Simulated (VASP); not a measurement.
# C (R-3m) in VASP: notebook

Runs on C. Level: PBEsol. Tasks: single point.

Program: VASP 6.6.1. These are calculated values, not measurements. Logs are shortened: lines on timing, memory, paths and dates and some standing lists are left out, and cuts for length are marked.

## 1. The cell of the first run

Symmetry: R-3m, No. 166, trigonal system. Conventional cell: a = 2.459 Å, b = 2.459 Å, c = 10.842 Å, α = 90.00°, β = 90.00°, γ = 120.00°. Within 1.9 Å of C (site symmetry 3m) lie 3 C at 1.42 Å.

## 2. Single point, PBEsol

Input file INCAR:

```
ALGO = Normal ; EDIFF = 1E-6
ENCUT = 600 ; GGA = PS
GGA_COMPAT = F ; ISIF = 2
ISMEAR = 0 ; LASPH = T
LCHARG = T ; LELF = T
LREAL = F ; LVHAR = T
LWAVE = F ; NBANDS = 11
NELM = 120 ; PREC = Accurate
SIGMA = 0.01
```

Input file KPOINTS:

```
k-points
0
Gamma
  18 18 18
```

Input file POSCAR:

```
C
1.0
    1.2294462219      0.7098211072      3.6139529305
   -1.2294462219      0.7098211072      3.6139529305
    0.0000000000     -1.4196422144      3.6139529305
C
2
Direct
    0.1666410550      0.1666410550      0.1666410550
    0.8333589450      0.8333589450      0.8333589450
```

Potentials or basis: VASP PAW PBE potentials, release 64 (C).

The run is started by

```console
cat potpaw_PBE.64/C/POTCAR > POTCAR
mpirun -np 1 vasp_std > vasp.out
```

OUTCAR:

```text
EDIFF = 1E-6
   ENCUT = 600
   GGA = PS
   ISIF = 2
   ISMEAR = 0
   LASPH = T
   LREAL = F
   NELM = 120
   PREC = Accurate

 ion  position               nearest neighbor table
   1  0.167  0.167  0.167-   2 1.42   2 1.42   2 1.42
   2  0.833  0.833  0.833-   1 1.42   1 1.42   1 1.42

  LATTYP: Found a trigonal (rhomboedric) cell.
 ALAT       =     3.8827876327
 COS(alpha) =     0.7994781080

  Lattice vectors:

 A1 = (   1.2294462219,   0.7098211072,   3.6139529305)
 A2 = (  -1.2294462219,   0.7098211072,   3.6139529305)
 A3 = (   0.0000000000,  -1.4196422144,   3.6139529305)

Analysis of symmetry for initial positions (statically):
=====================================================================
 Subroutine PRICEL returns:
 Original cell was already a primitive cell.

 Routine SETGRP: Setting up the symmetry group for a
 trigonal (rhombohedral) supercell.

 Subroutine GETGRP returns: Found 12 space group operations
 (whereof 12 operations were pure point group operations)
 out of a pool of 12 trial point group operations.

The static configuration has the point symmetry D_3d.

Analysis of symmetry for dynamics (positions and initial velocities):
=====================================================================
 Subroutine PRICEL returns:
 Original cell was already a primitive cell.

 Routine SETGRP: Setting up the symmetry group for a
 trigonal (rhombohedral) supercell.

 Subroutine GETGRP returns: Found 12 space group operations
 (whereof 12 operations were pure point group operations)
 out of a pool of 12 trial point group operations.

The dynamic configuration has the point symmetry D_3d.

 Subroutine INISYM returns: Found 12 space group operations
 (whereof 12 operations are pure point group operations),
 and found     1 'primitive' translations

----------------------------------------------------------------------------------------

                                     Primitive cell

  volume of cell :      18.9231

  direct lattice vectors                    reciprocal lattice vectors
     1.229446222  0.709821107  3.613952930     0.406687166  0.234800945  0.092235106
    -1.229446222  0.709821107  3.613952930    -0.406687166  0.234800945  0.092235106
     0.000000000 -1.419642214  3.613952930     0.000000000 -0.469601890  0.092235106

  length of vectors
     3.882787633  3.882787633  3.882787633     0.478574184  0.478574184  0.478574184

  position of ions in fractional coordinates (direct lattice)
     0.166641055  0.166641055  0.166641055
     0.833358945  0.833358945  0.833358945

  ion indices of the primitive-cell ions
   primitive index   ion index
                 1           1
                 2           2

----------------------------------------------------------------------------------------

 KPOINTS: k-points

Automatic generation of k-mesh.
 Grid dimensions read from file:
 generate k-points for:   18   18   18

 Generating k-lattice:

  Cartesian coordinates                     Fractional coordinates (reciprocal lattice)
     0.022593731  0.013044497  0.005124173     0.055555556 -0.000000000  0.000000000
    -0.022593731  0.013044497  0.005124173    -0.000000000  0.055555556  0.000000000
     0.000000000 -0.026088994  0.005124173     0.000000000  0.000000000  0.055555556

  Length of vectors
     0.026587455  0.026587455  0.026587455

  Shift w.r.t. Gamma in fractional coordinates (k-lattice)
     0.000000000  0.000000000  0.000000000

 Subroutine IBZKPT returns following result:
 ===========================================

 Found    580 irreducible k-points:

 Following reciprocal coordinates:
            Coordinates               Weight
  0.000000  0.000000  0.000000      1.000000
  0.055556  0.000000  0.000000      6.000000
  0.111111  0.000000  0.000000      6.000000
  0.166667  0.000000  0.000000      6.000000
  0.222222  0.000000  0.000000      6.000000
  0.277778  0.000000 -0.000000      6.000000
[... 16 lines left out ...]
 -0.277778  0.055556  0.000000     12.000000
 -0.222222  0.055556  0.000000     12.000000
 [... further k-points ...]
   k-points           NKPTS =    580   k-points in BZ     NKDIM =    580   number of bands    NBANDS=     11
   number of dos      NEDOS =    301   number of ions     NIONS =      2
   total plane-waves  NPLWV =  32768
   dimension x,y,z NGX =    32 NGY =   32 NGZ =   32
   dimension x,y,z NGXF=    64 NGYF=   64 NGZF=   64
   ions per type =               2
   NGX,Y,Z   is equivalent  to a cutoff of  13.70, 13.70, 13.70 a.u.
   NGXF,Y,Z  is equivalent  to a cutoff of  27.40, 27.40, 27.40 a.u.
 SYSTEM =  unknown system
   PREC   = accura    normal or accurate (medium, high low for compatibility)
   ISTART =      0    job   : 0-new  1-cont  2-samecut
   ICHARG =      2    charge: 1-file 2-atom 10-const
   ISPIN  =      1    spin polarized calculation?
   LNONCOLLINEAR =      F non collinear calculations
   LSORBIT =      F    spin-orbit coupling
   LASPH  =      T    aspherical Exc in radial PAW
   ENCUT  =  600.0 eV  44.10 Ry    6.64 a.u.   7.75  7.75  7.75*2*pi/ulx,y,z
   NELM   =    120;   NELMIN=  2; NELMDL= -5     # of ELM steps
   EDIFF  = 0.1E-05   stopping-criterion for ELM
   LREAL  =      F    real-space projection
   EDIFFG = 0.1E-04   stopping-criterion for IOM
   NSW    =      0    number of steps for IOM
   IBRION =     -1    ionic relax: 0-MD 1-quasi-New 2-CG
   NFREE  =      0    steps in history (QN), initial steepest desc. (CG)
   ISIF   =      2    stress and relaxation
   ISYM   =      2    0-nonsym 1-usesym 2-fastsym
   POTIM  = 0.5000    time-step for ionic-motion
   TEBEG  =    0.0;   TEEND  =   0.0 temperature during run
   PSTRESS=    0.0 pullay stress
   NELECT =       8.0000    total number of electrons
   NUPDOWN=      -1.0000    fix difference up-down
   EMIN   =  10.00;   EMAX   =-10.00  energy-range for DOS
   EFERMI =   0.00;   METHOD = LEGACY
   ISMEAR =     0;   SIGMA  =   0.01  broadening in eV -4-tet -1-fermi 0-gaus
   EFERMI_NEDOS =   21; number of points for ismear=-14 and -15
   IALGO  =     38    algorithm
   IMIX   =      4    mixing-type and parameters
     AMIX     =   0.40;   BMIX     =  1.00
     AMIX_MAG =   1.60;   BMIX_MAG =  1.00
  volume/ion in A,a.u.               =       9.46        63.85
  Fermi-wavevector in a.u.,A,eV,Ry     =   1.228686  2.321879 20.540284  1.509668
  Thomas-Fermi vector in A             =   2.363602
   LORBIT       =      0    0 simple, 1 ext, 2 COOP (PROOUT), +10 PAW based schemes
   GGA     = PS    functional components
   LHFCALC =     F    Hartree Fock is set to
   AEXX    =    0.0000 exact exchange contribution
   IVDW    =     0    specifies the selected vdW correction
   LEPSILON=     F    determine dielectric tensor
   LRPA    =     F    only Hartree local field effects (RPA)
 non-spin polarized calculation
 Gauss-broadening in eV      SIGMA  =   0.01
  energy-cutoff  :      600.00
  volume of cell :       18.92
 maximum number of plane-waves:       647
   NGX = 15   NGY = 15   NGZ = 15

 number of electron       8.0000000 magnetization

 Free energy of the ion-electron system (eV)
  ---------------------------------------------------
  ext. energy  EPLUGINS =         0.00000000
  ---------------------------------------------------
  free energy    TOTEN  =       -19.29457942 eV

  energy without entropy =      -19.29457942  energy(sigma->0) =      -19.29457942

 E-fermi :   3.8593     XC(G=0): -10.0359

 val. band max:        3.8058302704   @ k =  -0.3333   0.3333   0.0000
 cond. band min:       4.2323341360   @ k =  -0.3333   0.3333   0.0000
 fundamental gap:      0.4265038656
 Fermi energy:         3.8593315142

 k-point     1 :       0.0000    0.0000    0.0000
  band No.  band energies     occupation
      1     -15.6038      2.00000
      2      -2.9707      2.00000
      3       1.0352      2.00000
      4       1.0352      2.00000
      5       7.5476      0.00000
      6      12.3872      0.00000
      7      12.3872      0.00000
      8      15.5263      0.00000
      9      16.8887      0.00000
     10      26.4602      0.00000
     11      26.8425      0.00000

 k-point     2 :       0.0556    0.0000    0.0000
  band No.  band energies     occupation
      1     -15.5294      2.00000
      2      -2.8906      2.00000
      3       0.7369      2.00000
      4       0.8765      2.00000
      5       7.6528      0.00000
      6      12.4287      0.00000
      7      12.7062      0.00000
      8      15.2635      0.00000
      9      17.0163      0.00000
     10      26.6560      0.00000
     11      26.7161      0.00000

 k-point     3 :       0.1111    0.0000    0.0000
  band No.  band energies     occupation
      1     -15.3068      2.00000
      2      -2.6507      2.00000
      3      -0.0831      2.00000
      4       0.4556      2.00000
      5       7.9685      0.00000
      6      12.4809      0.00000
      7      13.6045      0.00000
      8      14.5212      0.00000
      9      17.4235      0.00000
     10      25.9894      0.00000
     11      27.3809      0.00000

 k-point     4 :       0.1667    0.0000    0.0000
  band No.  band energies     occupation
      1     -14.9371      2.00000
      2      -2.2540      2.00000
      3      -1.2627      2.00000
      4      -0.1103      2.00000
      5       8.4928      0.00000
      6      12.4384      0.00000
      7      13.4103      0.00000
      8      14.9518      0.00000
      9      18.1085      0.00000
     10      24.8278      0.00000
     11      28.1799      0.00000
[... 239 lines left out ...]
 k-point    22 :      -0.3333    0.0556   -0.0000
  band No.  band energies     occupation
      1     -12.4822      2.00000
      2      -6.2881      2.00000
      3      -2.1695      2.00000
      4       0.3577      2.00000
      5       8.1823      0.00000
      6      11.7175      0.00000
      7      12.2138      0.00000
      8      18.9113      0.00000
      9      20.7141      0.00000
     10      22.2596      0.00000
     11      25.2167      0.00000

 k-point    23 :      -0.2778    0.0556    0.0000
  band No.  band energies     occupation
      1     -13.3388      2.00000
      2      -4.8364      2.00000
      3      -1.7519      2.00000
      4      -0.5002      2.00000
      5       9.6481      0.00000
      6      10.6065      0.00000
      7      12.3301      0.00000
      8      18.5651      0.00000
      9      20.3930      0.00000
     10      21.8168      0.00000
     11      25.8746      0.00000

 k-point    24 :      -0.2222    0.0556    0.0000
  band No.  band energies     occupation
      1     -14.0628      2.00000
      2      -3.3755      2.00000
      3      -1.2619      2.00000
      4      -1.2231      2.00000
      5       9.5897      0.00000
      6      11.1740      0.00000
      7      12.5152      0.00000
      8      17.0354      0.00000
      9      19.8673      0.00000
     10      22.3600      0.00000
     11      26.9144      0.00000

 [... further k-points ...]

------------------------ aborting loop because EDIFF is reached ----------------------------------------

  FORCE on cell =-STRESS in cart. coord.  units (eV):
  Direction    XX          YY          ZZ          XY          YZ          ZX
  --------------------------------------------------------------------------------------
  -------------------------------------------------------------------------------------
  Total        0.0595336      0.0595336     -0.0368145      0.0000000      0.0000000     -0.0000000
  in kB        5.0405812      5.0405812     -3.1170074      0.0000000      0.0000000     -0.0000000
  external PRESSURE =       2.3213850 kB  Pullay stress =       0.0000000 kB

 VOLUME and BASIS-vectors are now :
 -----------------------------------------------------------------------------
  energy-cutoff  :      600.00
  volume of cell :       18.92
      direct lattice vectors                 reciprocal lattice vectors
     1.229446222  0.709821107  3.613952930     0.406687166  0.234800945  0.092235106
    -1.229446222  0.709821107  3.613952930    -0.406687166  0.234800945  0.092235106
     0.000000000 -1.419642214  3.613952930     0.000000000 -0.469601890  0.092235106

 POSITION                                       TOTAL-FORCE (eV/Angst)
 -----------------------------------------------------------------------------------
      0.00000      0.00000      1.80670         0.000000      0.000000      0.000046
      0.00000      0.00000      9.03516         0.000000      0.000000     -0.000046
 -----------------------------------------------------------------------------------
    total drift:                               -0.000000      0.000000     -0.000000

  FREE ENERGIE OF THE ION-ELECTRON SYSTEM (eV)
  ---------------------------------------------------
  free  energy   TOTEN  =       -19.2945794164 eV

  energy  without entropy=      -19.2945794164  energy(sigma->0) =      -19.29457942
```

It took 3.5 min on 1 thread of Intel Xeon Platinum 8375C at 2.90GHz (Ice Lake), shared host; peak memory 0.25 GiB.

Results:

```
Free energy : -19.2946 eV
Pressure    : 0.2 GPa
```

Caveat: this functional lacks dispersion, which binds the layers, so the pressure and a relaxed spacing across them are unreliable; the PAW data sets were made with another functional, which shifts forces and pressure a little.

## 3. Single point, PBEsol (9.65 Å³/atom)

This run uses another cell than the first one, of 9.65 Å³/atom.

Input file INCAR:

```
SYSTEM = C
PREC     = Accurate       ! precision mode
ENCUT    = 600            ! plane-wave cutoff, eV
EDIFF    = 1E-6           ! SCF threshold, eV
ISMEAR   = 0              ! smearing method
SIGMA    = 0.01           ! smearing width, eV
LREAL    = .False.        ! projectors in reciprocal space
LASPH    = .True.         ! aspherical terms in the spheres
NELM     = 120            ! most SCF steps
ALGO     = Normal         ! electronic algorithm
ISIF     = 2              ! what is computed and relaxed
LWAVE    = .False.        ! write WAVECAR
LCHARG   = .False.        ! write CHGCAR
GGA      = PS             ! functional
NBANDS   = 11             ! bands
GGA_COMPAT= .False.
```

Input file KPOINTS:

```
Automatic mesh
0
Gamma
  18 18 18
  0 0 0
```

Input file POSCAR:

```
C
1.0
    1.2296148757      0.7099184795      3.6852208527
   -1.2296148757      0.7099184795      3.6852208527
    0.0000000000     -1.4198369589      3.6852208527
C
2
Direct
    0.1666454100      0.1666454100      0.1666454100
    0.8333545900      0.8333545900      0.8333545900
```

Potentials or basis: VASP PAW PBE potentials, release 64 (C).

The run is started by

```console
cat potpaw_PBE.64/C/POTCAR > POTCAR
mpirun -np 1 vasp_std > vasp.out
```

Wall time 3.5 min (1 thread of Intel Xeon Platinum 8375C at 2.90GHz (Ice Lake), shared host); peak memory 0.25 GiB.

The run converged. Its results:

- Free energy: -19.2945 eV
- Pressure: 0.1 GPa

Stress tensor (GPa, compression positive):
```
 0.35  0.00  0.00
 0.00  0.35  0.00
 0.00  0.00 -0.45
```

Caveat: this functional lacks dispersion, which binds the layers, so the pressure and a relaxed spacing across them are unreliable; the PAW data sets were made with another functional, which shifts forces and pressure a little.
